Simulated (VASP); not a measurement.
# Ge (Fd-3m) in VASP: a series of runs

Ge is run at these levels: revPBE, r2SCAN; tasks: single point.

Program: VASP 6.6.1. These are calculated values, not measurements. Logs are shortened: lines on timing, memory, paths and dates and some standing lists are left out, and cuts for length are marked.

**The experiment to reproduce.**

“Electronic and optical properties of SixGe1-x-ySny alloys lattice-matched to Ge”, 2021, arxiv:2109.02782 reports, for a bulk crystal of Ge at 300 K: band gap 0.807 eV (direct).

The runs below are set against these values where they give the same quantity.

### 1 The cell of the first run

Symmetry: Fd-3m, No. 227, cubic system. The conventional cell has a = 5.658 Å, b = 5.658 Å, c = 5.658 Å, α = 90.00°, β = 90.00°, γ = 90.00°. Within 3.2 Å of Ge (site symmetry -43m) lie 4 Ge at 2.45 Å.

### 2 Single point, revPBE

INCAR reads:

```
SYSTEM = Ge
PREC = Accurate
ENCUT = 500
EDIFF = 1E-6
ISMEAR = 0
SIGMA = 0.01
LREAL = .FALSE.
LASPH = .TRUE.
NELM = 120
ALGO = Normal
ISIF = 2
LWAVE = .FALSE.
LCHARG = .FALSE.
GGA = RE
NBANDS = 21
GGA_COMPAT = .FALSE.
```

KPOINTS reads:

```
regular mesh
0
G
  6 6 6
  0 0 0
```

POSCAR reads:

```
Ge
1.0
    0.0000000000      2.8289100000      2.8289100000
    2.8289100000      0.0000000000      2.8289100000
    2.8289100000      2.8289100000      0.0000000000
Ge
2
Direct
    0.0000000000      0.0000000000      0.0000000000
    0.2500000000      0.2500000000      0.2500000000
```

Potentials or basis: VASP PAW PBE potentials, release 64 (Ge_d).

The run is started by

```
$ cat potpaw_PBE.64/Ge_d/POTCAR > POTCAR
$ mpirun -np 1 vasp_std > vasp.out
```

OUTCAR:

```text
SYSTEM = Ge
   PREC = Accurate
   ENCUT = 500
   EDIFF = 1E-6
   ISMEAR = 0
   LREAL = .FALSE.
   LASPH = .TRUE.
   NELM = 120
   ISIF = 2
   GGA = RE

 ion  position               nearest neighbor table
   1  0.000  0.000  0.000-   2 2.45   2 2.45   2 2.45   2 2.45
   2  0.250  0.250  0.250-   1 2.45   1 2.45   1 2.45   1 2.45

  LATTYP: Found a face centered cubic cell.
 ALAT       =     5.6578200000

  Lattice vectors:

 A1 = (   0.0000000000,   2.8289100000,   2.8289100000)
 A2 = (   2.8289100000,   0.0000000000,   2.8289100000)
 A3 = (   2.8289100000,   2.8289100000,   0.0000000000)

Analysis of symmetry for initial positions (statically):
=====================================================================
 Subroutine PRICEL returns:
 Original cell was already a primitive cell.

 Routine SETGRP: Setting up the symmetry group for a
 face centered cubic supercell.

 Subroutine GETGRP returns: Found 48 space group operations
 (whereof 24 operations were pure point group operations)
 out of a pool of 48 trial point group operations.

The static configuration has the point symmetry T_d .
 The point group associated with its full space group is O_h .

Analysis of symmetry for dynamics (positions and initial velocities):
=====================================================================
 Subroutine PRICEL returns:
 Original cell was already a primitive cell.

 Routine SETGRP: Setting up the symmetry group for a
 face centered cubic supercell.

 Subroutine GETGRP returns: Found 48 space group operations
 (whereof 24 operations were pure point group operations)
 out of a pool of 48 trial point group operations.

The dynamic configuration has the point symmetry T_d .
 The point group associated with its full space group is O_h .

 Subroutine INISYM returns: Found 48 space group operations
 (whereof 24 operations are pure point group operations),
 and found     1 'primitive' translations

----------------------------------------------------------------------------------------

                                     Primitive cell

  volume of cell :      45.2780

  direct lattice vectors                    reciprocal lattice vectors
     0.000000000  2.828910000  2.828910000    -0.176746521  0.176746521  0.176746521
     2.828910000  0.000000000  2.828910000     0.176746521 -0.176746521  0.176746521
     2.828910000  2.828910000  0.000000000     0.176746521  0.176746521 -0.176746521

  length of vectors
     4.000682889  4.000682889  4.000682889     0.306133954  0.306133954  0.306133954

  position of ions in fractional coordinates (direct lattice)
     0.000000000  0.000000000  0.000000000
     0.250000000  0.250000000  0.250000000

  ion indices of the primitive-cell ions
   primitive index   ion index
                 1           1
                 2           2

----------------------------------------------------------------------------------------

 KPOINTS: regular mesh

Automatic generation of k-mesh.
 Grid dimensions read from file:
 generate k-points for:    6    6    6

 Generating k-lattice:

  Cartesian coordinates                     Fractional coordinates (reciprocal lattice)
    -0.029457753  0.029457753  0.029457753     0.166666667  0.000000000  0.000000000
     0.029457753 -0.029457753  0.029457753     0.000000000  0.166666667  0.000000000
     0.029457753  0.029457753 -0.029457753     0.000000000  0.000000000  0.166666667

  Length of vectors
     0.051022326  0.051022326  0.051022326

  Shift w.r.t. Gamma in fractional coordinates (k-lattice)
     0.000000000  0.000000000  0.000000000

 Subroutine IBZKPT returns following result:
 ===========================================

 Found     16 irreducible k-points:

 Following reciprocal coordinates:
            Coordinates               Weight
  0.000000  0.000000  0.000000      1.000000
  0.166667  0.000000  0.000000      8.000000
  0.333333  0.000000  0.000000      8.000000
  0.500000  0.000000  0.000000      4.000000
  0.166667  0.166667  0.000000      6.000000
  0.333333  0.166667  0.000000     24.000000
[... 8 lines left out ...]
 -0.333333  0.333333  0.166667     24.000000
 -0.333333  0.500000  0.166667     12.000000
   k-points           NKPTS =     16   k-points in BZ     NKDIM =     16   number of bands    NBANDS=     21
   number of dos      NEDOS =    301   number of ions     NIONS =      2
   total plane-waves  NPLWV =  27000
   dimension x,y,z NGX =    30 NGY =   30 NGZ =   30
   dimension x,y,z NGXF=    60 NGYF=   60 NGZF=   60
   ions per type =               2
   NGX,Y,Z   is equivalent  to a cutoff of  12.47, 12.47, 12.47 a.u.
   NGXF,Y,Z  is equivalent  to a cutoff of  24.93, 24.93, 24.93 a.u.
 SYSTEM =  Ge
   PREC   = accura    normal or accurate (medium, high low for compatibility)
   ISTART =      0    job   : 0-new  1-cont  2-samecut
   ICHARG =      2    charge: 1-file 2-atom 10-const
   ISPIN  =      1    spin polarized calculation?
   LNONCOLLINEAR =      F non collinear calculations
   LSORBIT =      F    spin-orbit coupling
   LASPH  =      T    aspherical Exc in radial PAW
   ENCUT  =  500.0 eV  36.75 Ry    6.06 a.u.   7.29  7.29  7.29*2*pi/ulx,y,z
   NELM   =    120;   NELMIN=  2; NELMDL= -5     # of ELM steps
   EDIFF  = 0.1E-05   stopping-criterion for ELM
   LREAL  =      F    real-space projection
   EDIFFG = 0.1E-04   stopping-criterion for IOM
   NSW    =      0    number of steps for IOM
   IBRION =     -1    ionic relax: 0-MD 1-quasi-New 2-CG
   NFREE  =      0    steps in history (QN), initial steepest desc. (CG)
   ISIF   =      2    stress and relaxation
   ISYM   =      2    0-nonsym 1-usesym 2-fastsym
   POTIM  = 0.5000    time-step for ionic-motion
   TEBEG  =    0.0;   TEEND  =   0.0 temperature during run
   PSTRESS=    0.0 pullay stress
   NELECT =      28.0000    total number of electrons
   NUPDOWN=      -1.0000    fix difference up-down
   EMIN   =  10.00;   EMAX   =-10.00  energy-range for DOS
   EFERMI =   0.00;   METHOD = LEGACY
   ISMEAR =     0;   SIGMA  =   0.01  broadening in eV -4-tet -1-fermi 0-gaus
   EFERMI_NEDOS =   21; number of points for ismear=-14 and -15
   IALGO  =     38    algorithm
   IMIX   =      4    mixing-type and parameters
     AMIX     =   0.40;   BMIX     =  1.00
     AMIX_MAG =   1.60;   BMIX_MAG =  1.00
  volume/ion in A,a.u.               =      22.64       152.78
  Fermi-wavevector in a.u.,A,eV,Ry     =   1.394756  2.635708 26.468033  1.945346
  Thomas-Fermi vector in A             =   2.518275
   LORBIT       =      0    0 simple, 1 ext, 2 COOP (PROOUT), +10 PAW based schemes
   GGA     = RE    functional components
   LHFCALC =     F    Hartree Fock is set to
   AEXX    =    0.0000 exact exchange contribution
   IVDW    =     0    specifies the selected vdW correction
   LEPSILON=     F    determine dielectric tensor
   LRPA    =     F    only Hartree local field effects (RPA)
 non-spin polarized calculation
 Gauss-broadening in eV      SIGMA  =   0.01
  energy-cutoff  :      500.00
  volume of cell :       45.28
 maximum number of plane-waves:      1167
 NGX is ok and might be reduce to    30
   NGX = 15   NGY = 15   NGZ = 15

 number of electron      28.0000022 magnetization

 Free energy of the ion-electron system (eV)
  ---------------------------------------------------
  ext. energy  EPLUGINS =         0.00000000
  ---------------------------------------------------
  free energy    TOTEN  =        -8.37514059 eV

  energy without entropy =       -8.37514059  energy(sigma->0) =       -8.37514059

 E-fermi :   5.1553     XC(G=0):  -9.7896

 val. band max:        5.0807041142   @ k =   0.0000   0.0000   0.0000
 cond. band min:       5.2015638068   @ k =   0.0000   0.0000   0.0000
 fundamental gap:      0.1208596925
 Fermi energy:         5.1552959943

 k-point     1 :       0.0000    0.0000    0.0000
  band No.  band energies     occupation
      1     -19.7536      2.00000
      2     -19.7536      2.00000
      3     -19.7536      2.00000
      4     -19.7179      2.00000
      5     -19.7179      2.00000
      6     -19.5079      2.00000
[... 13 lines left out ...]
     20      14.5277      0.00000
     21      14.5277      0.00000

 k-point     2 :       0.1667    0.0000    0.0000
  band No.  band energies     occupation
      1     -19.7655      2.00000
      2     -19.7655      2.00000
      3     -19.7493      2.00000
      4     -19.7006      2.00000
      5     -19.7006      2.00000
      6     -19.5250      2.00000
[... 13 lines left out ...]
     20      13.4339      0.00000
     21      13.4339      0.00000

 k-point     3 :       0.3333    0.0000    0.0000
  band No.  band energies     occupation
      1     -19.7756      2.00000
      2     -19.7756      2.00000
      3     -19.7406      2.00000
      4     -19.6816      2.00000
      5     -19.6816      2.00000
      6     -19.5392      2.00000
[... 13 lines left out ...]
     20      14.0634      0.00000
     21      14.0634      0.00000

 k-point     4 :       0.5000    0.0000    0.0000
  band No.  band energies     occupation
      1     -19.7780      2.00000
      2     -19.7780      2.00000
      3     -19.7361      2.00000
      4     -19.6762      2.00000
      5     -19.6762      2.00000
      6     -19.5424      2.00000
[... 13 lines left out ...]
     20      16.2503      0.00000
     21      16.3317      0.00000

 k-point     5 :       0.1667    0.1667    0.0000
  band No.  band energies     occupation
      1     -19.7631      2.00000
      2     -19.7631      2.00000
      3     -19.7627      2.00000
      4     -19.7023      2.00000
      5     -19.6805      2.00000
      6     -19.5586      2.00000
[... 13 lines left out ...]
     20      13.6139      0.00000
     21      15.0005      0.00000
[... 190 lines left out ...]
     20      16.7860      0.00000
     21      17.9369      0.00000

 k-point    14 :       0.5000    0.3333    0.1667
  band No.  band energies     occupation
      1     -19.7928      2.00000
      2     -19.7898      2.00000
      3     -19.7148      2.00000
      4     -19.6613      2.00000
      5     -19.6271      2.00000
      6     -19.6109      2.00000
[... 13 lines left out ...]
     20      15.0958      0.00000
     21      17.5591      0.00000

 k-point    15 :      -0.3333    0.3333    0.1667
  band No.  band energies     occupation
      1     -19.8028      2.00000
      2     -19.7926      2.00000
      3     -19.6929      2.00000
      4     -19.6432      2.00000
      5     -19.6207      2.00000
      6     -19.6127      2.00000
[... 13 lines left out ...]
     20      16.9220      0.00000
     21      17.0281      0.00000

 k-point    16 :      -0.3333    0.5000    0.1667
  band No.  band energies     occupation
      1     -19.7983      2.00000
      2     -19.7983      2.00000
      3     -19.6727      2.00000
      4     -19.6727      2.00000
      5     -19.6072      2.00000
      6     -19.6072      2.00000
[... 13 lines left out ...]
     20      16.1689      0.00000
     21      18.0564      0.00000

------------------------ aborting loop because EDIFF is reached ----------------------------------------

  FORCE on cell =-STRESS in cart. coord.  units (eV):
  Direction    XX          YY          ZZ          XY          YZ          ZX
  --------------------------------------------------------------------------------------
  -------------------------------------------------------------------------------------
  Total        1.3064303      1.3064303      1.3064303     -0.0000000      0.0000000     -0.0000000
  in kB       46.2284624     46.2284624     46.2284624     -0.0000000      0.0000000     -0.0000000
  external PRESSURE =      46.2284624 kB  Pullay stress =       0.0000000 kB

 VOLUME and BASIS-vectors are now :
 -----------------------------------------------------------------------------
  energy-cutoff  :      500.00
  volume of cell :       45.28
      direct lattice vectors                 reciprocal lattice vectors
     0.000000000  2.828910000  2.828910000    -0.176746521  0.176746521  0.176746521
     2.828910000  0.000000000  2.828910000     0.176746521 -0.176746521  0.176746521
     2.828910000  2.828910000  0.000000000     0.176746521  0.176746521 -0.176746521

 POSITION                                       TOTAL-FORCE (eV/Angst)
 -----------------------------------------------------------------------------------
      0.00000      0.00000      0.00000        -0.000000     -0.000000     -0.000000
      1.41446      1.41446      1.41446         0.000000      0.000000      0.000000
 -----------------------------------------------------------------------------------
    total drift:                                0.000000      0.000000      0.000000

  FREE ENERGIE OF THE ION-ELECTRON SYSTEM (eV)
  ---------------------------------------------------
  free  energy   TOTEN  =        -8.3751405913 eV

  energy  without entropy=       -8.3751405913  energy(sigma->0) =       -8.37514059
```

It took 15 s on 1 thread of Intel Xeon Platinum 8375C at 2.90GHz (Ice Lake), shared host; peak memory 0.16 GiB.

What came out:

| Property | Result |
| --- | --- |
| Free energy | -8.3751 eV |
| Pressure | 4.6 GPa |
| Band gap on the k mesh | 0.12 eV, direct |

Levels at points of the mesh, in eV from the valence-band top:
```
           k point  band 11  band 12  band 13  band 14  band 15  band 16  band 17  band 18
(0.00, 0.00, 0.00)   -12.75     0.00     0.00     0.00     0.12     2.56     2.56     2.56
(0.50, 0.00, 0.00)   -10.66    -7.57    -1.41    -1.41     0.25     3.76     3.76     7.25
(0.50, 0.50, 0.00)    -8.86    -8.86    -3.07    -3.07     0.81     0.81     9.55     9.55
```

Caveat: the PAW data sets were made with another functional, which shifts forces and pressure a little. A k mesh can miss the band edges.

### 3 Single point, r2SCAN

POSCAR is that of step 2.

INCAR.step1 reads:

```
SYSTEM = Ge
ALGO = Normal
EDIFF = 1E-5
ENCUT = 550
GGA = PE
GGA_COMPAT = .False.
ISMEAR = 0
LASPH = .True.
LCHARG = .False.
LREAL = .False.
LWAVE = .True.
NBANDS = 21
NELM = 120
PREC = Accurate
SIGMA = 0.01
```

INCAR.step2 reads:

```
SYSTEM = Ge
ALGO = Normal
EDIFF = 1E-6
ENCUT = 550
GGA_COMPAT = .False.
ISIF = 2
ISMEAR = 0
ISTART = 1
LASPH = .True.
LCHARG = .True.
LELF = .True.
LMIXTAU = .True.
LREAL = .False.
LVHAR = .True.
LWAVE = .False.
METAGGA = R2SCAN
NBANDS = 21
NELM = 120
PREC = Accurate
SIGMA = 0.01
```

KPOINTS reads:

```
k-points
0
Gamma
  6 6 6
  0 0 0
```

Potentials or basis: VASP PAW PBE potentials, release 64 (Ge_d).

The run is started by

```
$ cat potpaw_PBE.64/Ge_d/POTCAR > POTCAR
$ cp INCAR.step1 INCAR
$ mpirun -np 1 vasp_std > vasp.out
$ cp INCAR.step2 INCAR
$ mpirun -np 1 vasp_std > vasp.out
```

It took 40 s on 1 thread of Intel Xeon Platinum 8375C at 2.90GHz (Ice Lake), shared host; peak memory 0.18 GiB.

Results (log left out):

```yaml
Free_energy: -27.7050 eV
Pressure: 0.7 GPa
Band_gap_on_the_k_mesh: 0.41 eV, direct
```

Levels at points of the mesh, in eV from the valence-band top:
```csv
k point,band 10,band 11,band 12,band 13,band 14,band 15,band 16,band 17,band 18,band 19
"(0.00, 0.00, 0.00)",-25.22,-13.30,0.00,0.00,0.00,0.41,2.71,2.71,2.71,7.06
"(0.50, 0.00, 0.00)",-25.19,-11.11,-7.87,-1.48,-1.48,0.44,4.00,4.00,7.65,11.20
"(0.50, 0.50, 0.00)",-25.18,-9.22,-9.22,-3.23,-3.23,0.97,0.97,10.11,10.11,12.35
```

Caveat: the PAW data sets were made with another functional, which shifts forces and pressure a little.

### 4 How close it comes

Step 3. Measured gap of Ge: 0.807 eV (direct; 300 K; “Electronic and optical properties of SixGe1-x-ySny alloys lattice-matched to Ge”, 2021, arxiv:2109.02782). This calculation gives 0.41 eV (-0.40 eV). 3 values of this kind are on record (0.666 to 0.807 eV); this one was drawn at random among those near their median. Spin-orbit coupling on Ge is left out. The value is that of r2SCAN on a finite k mesh, which can miss the band edges, without temperature or zero-point motion.
